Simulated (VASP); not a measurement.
Write the native input for VASP 6.6.1 that does the following.

```yaml
Task: single point
Functional: PBEsol
Potentials_or_basis: VASP PAW PBE potentials, release 64 (In_d, Ga_d, As)
Cutoff: 520 eV
k_mesh: 12 × 12 × 8
Occupations: gaussian, width 0.15 eV
Spin: no spin polarisation
Dipole_correction: no
Further_INCAR_settings: ALGO = Normal; EDIFF = 1e-06; NBANDS = 26
```

The structure of InGaAs2 lies in POSCAR:

```
InGaAs2
1.0
    4.3513220700      0.0000000000      0.0000000000
    0.0000000000      4.3513220700      0.0000000000
    0.0000000000      0.0000000000      5.6087979416
In Ga As
1 1 2
Direct
    0.0000000000      0.0000000000      0.5000000000
    0.5000000000      0.5000000000      0.0000000000
    0.5000000000      0.0000000000      0.7697097067
    0.0000000000      0.5000000000      0.2302902933
```

This cell differs from its parent crystal: strain +0.050 along x and y, -0.050 along z.

The input as run:

INCAR

```
ALGO = Normal
EDIFF = 1E-6
ENCUT = 520
GGA = PS
ISIF = 2
ISMEAR = 0
LASPH = True
LCHARG = False
LREAL = False
LWAVE = False
NBANDS = 26
NELM = 80
PREC = Accurate
SIGMA = 0.15
```

KPOINTS

```
k-points
0
Gamma
  12 12 8
```

Potentials or basis: VASP PAW PBE potentials, release 64 (In_d, Ga_d, As).

Run with:

```console
$ cat potpaw_PBE.64/In_d/POTCAR potpaw_PBE.64/Ga_d/POTCAR potpaw_PBE.64/As/POTCAR > POTCAR
$ mpirun -np 1 vasp_std > vasp.out
```

It gave:

| Property | Result |
| --- | --- |
| Pressure | -2.6 GPa |
| Largest force | 0.007 eV/Å |

Caveat: the cell differs from its parent crystal (strain +0.050 along x and y, -0.050 along z); the PAW data sets were made with another functional, which shifts forces and pressure a little.

Wall time 3.8 min on 1 thread of Intel Xeon 6975P-C, with other jobs on the host, peak memory 0.5 GiB.
